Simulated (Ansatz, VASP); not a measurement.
**AgI in VASP and in Ansatz**

INCAR

```
PREC = Accurate ; ENCUT = 500
EDIFF = 1E-6 ; ISMEAR = 0
SIGMA = 0.05 ; LREAL = False
LASPH = True ; NELM = 120
ALGO = Normal ; ISIF = 2
LWAVE = False ; LCHARG = True
GGA = PE ; LELF = True
LVHAR = True ; NBANDS = 16
GGA_COMPAT = False
```

File KPOINTS:

```
Automatic mesh
0
Gamma
  10 10 10
```

File POSCAR:

```
AgI
1.0
    0.0000000000      3.3128479699      3.3128479699
    3.3128479699      0.0000000000      3.3128479699
    3.3128479699      3.3128479699      0.0000000000
Ag I
1 1
Direct
    0.0000000000      0.0000000000      0.0000000000
    0.7500000000      0.7500000000      0.7500000000
```

Input for Ansatz:

```yaml
crystal:
  lattice:
    - [0.0, 3.3128479699, 3.3128479699]
    - [3.3128479699, 0.0, 3.3128479699]
    - [3.3128479699, 3.3128479699, 0.0]
  atoms:
    - { symbol: Ag, position: [0.0, 0.0, 0.0] }
    - { symbol: I, position: [0.75, 0.75, 0.75] }
basis:
  ecutwfc: 420
  ecutrho_ratio: 4
kpoints:
  mp_grid: { grid: [10, 10, 10] }
hamiltonian:
  xc: pbe
scf:
  occupations: { method: gaussian, width: 0.05 }
output:
  forces: true
  stress: true
  eigenvalues: true
```

Alike in both runs: task single point; functional PBE; k mesh 10 × 10 × 10; occupations gaussian, width 0.05 eV; no spin polarisation.

|  | VASP | Ansatz |
| --- | --- | --- |
| version | VASP 6.6.1 | Ansatz 0.2.0 |
| potentials or method | VASP PAW PBE potentials, release 64 (Ag, I), cutoff 500 eV | scalar-relativistic, plane waves, PAW |
| valence electrons in the cell | 18 | 36 |

|  | VASP | Ansatz | Ansatz less VASP |
| --- | --- | --- | --- |
| gap on the k mesh at the Fermi level (eV) | 1.35 | 1.34 | -0.002 |
| least direct gap on the mesh (eV) | 1.35 | 1.34 | -0.002 |
| pressure (GPa) | 0.0 | 0.0 | +0.04 |

VASP's potentials hold 18 valence electrons a cell and Ansatz's 36, so a difference there can come from the potentials and not from the codes.

Spin-orbit coupling is off throughout.
